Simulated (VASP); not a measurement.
## Ge: single point with PBE

Ge:

```
Ge
1.0
     0.00000    2.82877    2.82877
     2.82877    0.00000    2.82877
     2.82877    2.82877    0.00000
Ge
2
Direct
  0.50530 0.50530 0.49470
  0.75000 0.75000 0.75000
```

This cell differs from its parent crystal: atom 1 (Ge) moved by [0.0, 0.0, 0.03] A.

```json
{
  "Program": "VASP 6.6.1",
  "Task": "single point",
  "Functional": "PBE",
  "Potentials or basis": "VASP PAW PBE potentials, release 64 (Ge_d)",
  "Cutoff": "520 eV",
  "k mesh": "10 × 10 × 10",
  "Occupations": "fermi-dirac, width 0.05 eV",
  "Spin": "no spin polarisation",
  "Dipole correction": "no",
  "Further INCAR settings": "ALGO = Normal; EDIFF = 1e-07; NBANDS = 21"
}
```

```yaml
Pressure: 3.6 GPa
Largest_force: 0.342 eV/Å
Band_gap_on_the_k_mesh: 0.10 eV, indirect (the least direct gap lies 1.4 meV higher)
```

Forces in eV/Å, atoms in the order of the input:
```
Ge   0.000  0.000 -0.342
Ge   0.000  0.000  0.342
```

Stress tensor (GPa, compression positive):
```
3.64 0.98 0.00
0.98 3.64 0.00
0.00 0.00 3.61
```

Levels at points of the mesh, in eV from the valence-band top:
```tsv
k point	band 10	band 11	band 12	band 13	band 14	band 15	band 16	band 17	band 18	band 19
(0.00, 0.00, 0.00)	-24.59	-12.81	-0.18	-0.03	0.00	0.10	2.41	2.52	2.63	6.39
(0.50, 0.00, 0.00)	-24.56	-10.76	-7.55	-1.53	-1.37	0.10	3.59	3.80	7.07	10.62
(0.00, 0.00, 0.50)	-24.56	-10.68	-7.72	-1.50	-1.36	0.19	3.63	3.84	7.12	10.45
(0.50, 0.50, 0.00)	-24.55	-9.03	-8.82	-3.15	-3.07	0.63	0.80	9.42	9.55	11.45
(0.00, 0.50, 0.50)	-24.55	-8.92	-8.92	-3.11	-3.11	0.72	0.72	9.48	9.48	11.57
```

Run time: 82 s on 1 thread of Intel(R) Xeon(R) Platinum 8488C (Sapphire Rapids) (shared host), peak memory 0.25 GiB.

Caveat: the cell differs from its parent crystal (atom 1 (Ge) moved by [0.0, 0.0, 0.03] A). A k mesh can miss the band edges.
